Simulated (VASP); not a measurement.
# Pd (Im-3m) in VASP: settings compared

Pd is run at these levels: PBEsol, LDA; tasks: single point.

Everything below comes from runs of VASP 6.6.1. Logs are shortened: lines on timing, memory, paths and dates and some standing lists are left out, and cuts for length are marked.

## (1) The cell of the first run

It takes space group Im-3m (No. 229, cubic). Conventional cell: a = 3.102 Å, b = 3.102 Å, c = 3.102 Å, α = 90.00°, β = 90.00°, γ = 90.00°. Pd (site symmetry m-3m) has 14 Pd at 2.69 to 3.10 Å within 3.5 Å.

## (2) Single point, PBEsol

INCAR

```
PREC = Accurate ; ENCUT = 520
EDIFF = 1E-6 ; ISMEAR = -1
SIGMA = 0.05 ; LREAL = False
LASPH = True ; NELM = 80
ALGO = Normal ; ISIF = 2
LWAVE = False ; LCHARG = True
GGA = PS ; LELF = True
LVHAR = True ; NBANDS = 11
```

KPOINTS

```
regular mesh
0
Gamma
  12 12 12
```

POSCAR

```
Pd
1.0
   -1.5510313546      1.5510313546      1.5510313546
    1.5510313546     -1.5510313546      1.5510313546
    1.5510313546      1.5510313546     -1.5510313546
Pd
1
Direct
    0.0000000000      0.0000000000      0.0000000000
```

Potentials or basis: VASP PAW PBE potentials, release 64 (Pd).

Run with:

```sh
> cat potpaw_PBE.64/Pd/POTCAR > POTCAR
> mpirun -np 1 vasp_std > vasp.out
```

OUTCAR:

```text
PREC = Accurate
   ENCUT = 520
   EDIFF = 1E-6
   ISMEAR = -1
   LREAL = False
   LASPH = True
   NELM = 80
   ISIF = 2
   GGA = PS

 ion  position               nearest neighbor table
   1  0.000  0.000  0.000-

  LATTYP: Found a body centered cubic cell.
 ALAT       =     3.1020627092

  Lattice vectors:

 A1 = (  -1.5510313546,   1.5510313546,   1.5510313546)
 A2 = (   1.5510313546,  -1.5510313546,   1.5510313546)
 A3 = (   1.5510313546,   1.5510313546,  -1.5510313546)

Analysis of symmetry for initial positions (statically):
=====================================================================
 Subroutine PRICEL returns:
 Original cell was already a primitive cell.

 Routine SETGRP: Setting up the symmetry group for a
 body centered cubic supercell.

 Subroutine GETGRP returns: Found 48 space group operations
 (whereof 48 operations were pure point group operations)
 out of a pool of 48 trial point group operations.

The static configuration has the point symmetry O_h .

Analysis of symmetry for dynamics (positions and initial velocities):
=====================================================================
 Subroutine PRICEL returns:
 Original cell was already a primitive cell.

 Routine SETGRP: Setting up the symmetry group for a
 body centered cubic supercell.

 Subroutine GETGRP returns: Found 48 space group operations
 (whereof 48 operations were pure point group operations)
 out of a pool of 48 trial point group operations.

The dynamic configuration has the point symmetry O_h .

 Subroutine INISYM returns: Found 48 space group operations
 (whereof 48 operations are pure point group operations),
 and found     1 'primitive' translations

----------------------------------------------------------------------------------------

                                     Primitive cell

  volume of cell :      14.9253

  direct lattice vectors                    reciprocal lattice vectors
    -1.551031355  1.551031355  1.551031355     0.000000000  0.322366146  0.322366146
     1.551031355 -1.551031355  1.551031355     0.322366146  0.000000000  0.322366146
     1.551031355  1.551031355 -1.551031355     0.322366146  0.322366146  0.000000000

  length of vectors
[... 81 lines left out ...]
   LREAL  =      F    real-space projection
   EDIFFG = 0.1E-04   stopping-criterion for IOM
   NSW    =      0    number of steps for IOM
   IBRION =     -1    ionic relax: 0-MD 1-quasi-New 2-CG
   NFREE  =      0    steps in history (QN), initial steepest desc. (CG)
   ISIF   =      2    stress and relaxation
   ISYM   =      2    0-nonsym 1-usesym 2-fastsym
   POTIM  = 0.5000    time-step for ionic-motion
   TEBEG  =    0.0;   TEEND  =   0.0 temperature during run
   PSTRESS=    0.0 pullay stress
   NELECT =      10.0000    total number of electrons
   NUPDOWN=      -1.0000    fix difference up-down
   EMIN   =  10.00;   EMAX   =-10.00  energy-range for DOS
   EFERMI =   0.00;   METHOD = LEGACY
   ISMEAR =    -1;   SIGMA  =   0.05  broadening in eV -4-tet -1-fermi 0-gaus
   EFERMI_NEDOS =   21; number of points for ismear=-14 and -15
   IALGO  =     38    algorithm
   IMIX   =      4    mixing-type and parameters
     AMIX     =   0.40;   BMIX     =  1.00
     AMIX_MAG =   1.60;   BMIX_MAG =  1.00
  volume/ion in A,a.u.               =      14.93       100.72
  Fermi-wavevector in a.u.,A,eV,Ry     =   1.432521  2.707072 27.920729  2.052116
  Thomas-Fermi vector in A             =   2.552139
   LORBIT       =      0    0 simple, 1 ext, 2 COOP (PROOUT), +10 PAW based schemes
   GGA     = PS    functional components
   LHFCALC =     F    Hartree Fock is set to
   AEXX    =    0.0000 exact exchange contribution
   IVDW    =     0    specifies the selected vdW correction
   LEPSILON=     F    determine dielectric tensor
   LRPA    =     F    only Hartree local field effects (RPA)
 non-spin polarized calculation
  energy-cutoff  :      520.00
  volume of cell :       14.93
 maximum number of plane-waves:       420
   NGX =  9   NGY =  9   NGZ =  9

 number of electron      10.0000003 magnetization

 Free energy of the ion-electron system (eV)
  ---------------------------------------------------
  ext. energy  EPLUGINS =         0.00000000
  ---------------------------------------------------
  free energy    TOTEN  =        -5.91187306 eV

  energy without entropy =       -5.90226431  energy(sigma->0) =       -5.90706869

 E-fermi :   9.3925     XC(G=0): -13.3022

 val. band max:        9.3828776323   @ k =  -0.2500   0.2500   0.1667
 cond. band min:       9.3933830321   @ k =  -0.4167   0.4167   0.4167
 fundamental gap:      0.0105053998
 Fermi energy:         9.3924745913

 k-point     1 :       0.0000    0.0000    0.0000
  band No.  band energies     occupation
      1       2.2815      2.00000
      2       6.4954      2.00000
      3       6.4954      2.00000
      4       6.4954      2.00000
      5       8.4828      2.00000
      6       8.4828      2.00000
      7      28.7201      0.00000
      8      28.7201      0.00000
      9      28.7201      0.00000
     10      35.7461      0.00000
     11      37.1803      0.00000
[... 309 lines left out ...]
 k-point    24 :       0.4167    0.0833    0.0833
  band No.  band energies     occupation
      1       4.5401      2.00000
      2       5.3069      2.00000
      3       8.3025      2.00000
      4       8.4895      2.00000
      5       8.7319      2.00000
      6      12.9371      0.00000
      7      17.1871      0.00000
      8      23.8210      0.00000
      9      24.7645      0.00000
     10      33.8887      0.00000
     11      35.6774      0.00000

 [... further k-points ...]

------------------------ aborting loop because EDIFF is reached ----------------------------------------

  FORCE on cell =-STRESS in cart. coord.  units (eV):
  Direction    XX          YY          ZZ          XY          YZ          ZX
  --------------------------------------------------------------------------------------
  -------------------------------------------------------------------------------------
  Total       -0.3495729     -0.3495729     -0.3495729     -0.0000000      0.0000000      0.0000000
  in kB      -37.5255126    -37.5255126    -37.5255126     -0.0000000      0.0000000      0.0000000
  external PRESSURE =     -37.5255126 kB  Pullay stress =       0.0000000 kB

 VOLUME and BASIS-vectors are now :
 -----------------------------------------------------------------------------
  energy-cutoff  :      520.00
  volume of cell :       14.93
      direct lattice vectors                 reciprocal lattice vectors
    -1.551031355  1.551031355  1.551031355     0.000000000  0.322366146  0.322366146
     1.551031355 -1.551031355  1.551031355     0.322366146  0.000000000  0.322366146
     1.551031355  1.551031355 -1.551031355     0.322366146  0.322366146  0.000000000

 POSITION                                       TOTAL-FORCE (eV/Angst)
 -----------------------------------------------------------------------------------
      0.00000      0.00000      0.00000        -0.000000      0.000000      0.000000
 -----------------------------------------------------------------------------------
    total drift:                                0.000000      0.000000      0.000000

  FREE ENERGIE OF THE ION-ELECTRON SYSTEM (eV)
  ---------------------------------------------------
  free  energy   TOTEN  =        -5.9118730604 eV

  energy  without entropy=       -5.9022643149  energy(sigma->0) =       -5.90706869
```

OSZICAR:

```text
N       E                     dE             d eps       ncg     rms          rms(c)
DAV:   1     0.420562996204E+02    0.42056E+02   -0.51748E+03  1584   0.855E+02
DAV:   2    -0.569449278490E+01   -0.47751E+02   -0.46328E+02  1758   0.185E+02
DAV:   3    -0.627677656974E+01   -0.58228E+00   -0.58161E+00  1914   0.216E+01
DAV:   4    -0.627931956138E+01   -0.25430E-02   -0.25427E-02  1913   0.147E+00
DAV:   5    -0.627934532010E+01   -0.25759E-04   -0.25757E-04  2007   0.134E-01    0.796E+00
DAV:   6    -0.592705959312E+01    0.35229E+00   -0.14398E+00  1917   0.978E+00    0.354E+00
DAV:   7    -0.591620255874E+01    0.10857E-01   -0.14119E-02  2030   0.887E-01    0.191E+00
DAV:   8    -0.591187214448E+01    0.43304E-02   -0.12389E-03  1959   0.272E-01    0.800E-02
DAV:   9    -0.591186941127E+01    0.27332E-05   -0.14701E-05  2113   0.352E-02    0.134E-02
DAV:  10    -0.591187316076E+01   -0.37495E-05   -0.13132E-06  1969   0.985E-03    0.277E-03
DAV:  11    -0.591187306035E+01    0.10041E-06   -0.30560E-08  1272   0.129E-03
   1 F= -.59118731E+01 E0= -.59070687E+01  d E =-.960875E-02
```

Run time: 4.4 s. Hardware: 1 thread of Intel Xeon 6975P-C (Granite Rapids), shared host; peak memory 0.13 GiB.

Results:

```
Free energy            : -5.9119 eV
Pressure               : -3.8 GPa
Band gap on the k mesh : zero (band 5 reaches 10.02 eV, above the bottom of band 6 at 8.37 eV)
```

Caveat: the PAW data sets were made with another functional, which shifts forces and pressure a little.

## (3) Single point, LDA

This run uses another cell than the first one, of 15.24 Å³/atom, 1.021 times its volume.

INCAR

```
SYSTEM = Pd
ALGO = Normal
EDIFF = 1E-6
ENCUT = 520
ISIF = 2
ISMEAR = -1
LASPH = .TRUE.
LCHARG = .FALSE.
LREAL = .FALSE.
LWAVE = .FALSE.
NBANDS = 11
NELM = 80
PREC = Accurate
SIGMA = 0.05
```

KPOINTS

```
k-points
0
G
  12 12 12
  0 0 0
```

POSCAR

```
Pd
1.0
   -1.5617284606      1.5617284606      1.5617284606
    1.5617284606     -1.5617284606      1.5617284606
    1.5617284606      1.5617284606     -1.5617284606
Pd
1
Direct
    0.0000000000      0.0000000000      0.0000000000
```

Potentials or basis: VASP PAW LDA potentials, release 64 (Pd).

Run with:

```sh
> cat potpaw_LDA.64/Pd/POTCAR > POTCAR
> mpirun -np 1 vasp_std > vasp.out
```

It took 4.1 s on 1 thread of Intel Xeon 6975P-C (Granite Rapids), shared host; peak memory 0.12 GiB.

It converged, with:

```
Free energy            : -6.4064 eV
Pressure               : -12.2 GPa
Band gap on the k mesh : zero (band 5 reaches 9.62 eV, above the bottom of band 6 at 8.03 eV)
```

Levels at points of the mesh, in eV from the Fermi level:
```tsv
k point	band 3	band 4	band 5	band 6	band 7	band 8
(0.00, 0.00, 0.00)	-2.83	-2.83	-0.88	-0.88	19.28	19.28
(0.50, 0.00, 0.00)	-0.96	-0.65	0.60	1.41	7.65	15.03
(0.50, 0.50, 0.50)	0.23	0.23	0.23	9.02	9.02	9.02
```

## (4) Single point, LDA

This run uses another cell than the first one, of 15.55 Å³/atom, 1.042 times its volume.

INCAR

```
SYSTEM = Pd
PREC = Accurate
ENCUT = 520
EDIFF = 1E-6
ISMEAR = -1
SIGMA = 0.05
LREAL = .FALSE.
LASPH = .TRUE.
NELM = 100
ALGO = Normal
ISIF = 2
LWAVE = .FALSE.
LCHARG = .TRUE.
LELF = .TRUE.
LVHAR = .TRUE.
NBANDS = 11
```

KPOINTS

```
Automatic mesh
0
G
  12 12 12
  0 0 0
```

POSCAR

```
Pd
1.0
   -1.5722810000      1.5722810000      1.5722810000
    1.5722810000     -1.5722810000      1.5722810000
    1.5722810000      1.5722810000     -1.5722810000
Pd
1
Direct
    0.0000000000      0.0000000000      0.0000000000
```

Run with:

```sh
> cat potpaw_LDA.64/Pd/POTCAR > POTCAR
> mpirun -np 1 vasp_std > vasp.out
```

It took 4.1 s on 1 thread of Intel Xeon 6975P-C (Granite Rapids), shared host; peak memory 0.12 GiB.

The run converged. Its results:

```yaml
Free_energy: -6.3800 eV
Pressure: -15.1 GPa
Band_gap_on_the_k_mesh: zero (band 5 reaches 9.27 eV, above the bottom of band 6 at 7.73 eV)
```

Levels at points of the mesh, in eV from the Fermi level:
| k point | band 1 | band 2 | band 3 | band 4 | band 5 | band 6 | band 7 | band 8 | band 9 | band 10 |
| --- | --- | --- | --- | --- | --- | --- | --- | --- | --- | --- |
| (0.00, 0.00, 0.00) | -6.81 | -2.74 | -2.74 | -2.74 | -0.85 | -0.85 | 19.23 | 19.23 | 19.23 | 26.19 |
| (0.50, 0.00, 0.00) | -4.93 | -3.86 | -0.93 | -0.63 | 0.58 | 1.45 | 7.48 | 14.97 | 17.18 | 23.67 |
| (0.50, 0.50, 0.50) | -4.82 | -4.82 | 0.22 | 0.22 | 0.22 | 8.95 | 8.95 | 8.95 | 16.75 | 17.17 |

## (5) Overview

| level | potentials or basis | cell | gap on the mesh (eV) | pressure (GPa) |
| --- | --- | --- | --- | --- |
| PBEsol | VASP PAW PBE potentials, release 64 (Pd) | a = 2.686 Å, angles 109.5°, 1 atom | none | -3.8 |
| LDA | VASP PAW LDA potentials, release 64 (Pd) | a = 2.705 Å, angles 109.5°, 1 atom | none | -12.2 |
| LDA | VASP PAW LDA potentials, release 64 (Pd) | a = 2.723 Å, angles 109.5°, 1 atom | none | -15.1 |

Alike in all rows: task single point; no spin polarisation; k mesh 12 × 12 × 12; cutoff (eV) 520; smearing fermi-dirac 0.05 eV.

Caveats: the PAW data sets were made with another functional, which shifts forces and pressure a little (some runs).

Absolute energies hang on the potentials; compare differences alone.
